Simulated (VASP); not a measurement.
A run of VASP 6.6.1 is set up as follows.

Contents of INCAR:

```
SYSTEM = MoS2
ALGO = Normal ; EDIFF = 1E-6
ENCUT = 520 ; ISIF = 2
ISMEAR = 0 ; LASPH = .True.
LCHARG = .False. ; LREAL = .False.
LWAVE = .False. ; NBANDS = 35
NELM = 100 ; PREC = Accurate
SIGMA = 0.02
```

The input KPOINTS:

```
k-points
0
Gamma
  12 12 2
  0 0 0
```

Contents of POSCAR:

```
MoS2
1.0
    3.1223248718      0.0000000028      0.0000000000
   -1.5611624384      2.7040126565      0.0000000000
    0.0000000000      0.0000000000     12.0825794823
Mo S
2 4
Direct
    0.6666666667      0.3333333333      0.2500000000
    0.3333333333      0.6666666667      0.7500000000
    0.6666666667      0.3333333333      0.6213693345
    0.3333333333      0.6666666667      0.3786306655
    0.6666666667      0.3333333333      0.8786306655
    0.3333333333      0.6666666667      0.1213693345
```

Potentials or basis: VASP PAW LDA potentials, release 64 (Mo_sv, S).

Launch:

```sh
$ cat potpaw_LDA.64/Mo_sv/POTCAR potpaw_LDA.64/S/POTCAR > POTCAR
$ mpirun -np 1 vasp_std > vasp.out
```

Task: Estimate the largest force.

Result: 0.016 eV/Å.

Task: What does it give for the band gap on the k mesh?

Result: 0.74 eV, indirect (least direct gap 1.77 eV).

Task: Estimate the pressure.

Result: 0.1 GPa.

Forces on the atoms (eV/Å):
```
Mo   0.000  0.000  0.000
Mo   0.000  0.000  0.000
S    0.000  0.000 -0.016
S    0.000  0.000  0.016
S    0.000  0.000  0.016
S    0.000  0.000 -0.016
```

A k mesh can miss the band edges. LDA gaps usually lie below the measured ones, often by a third to a half.
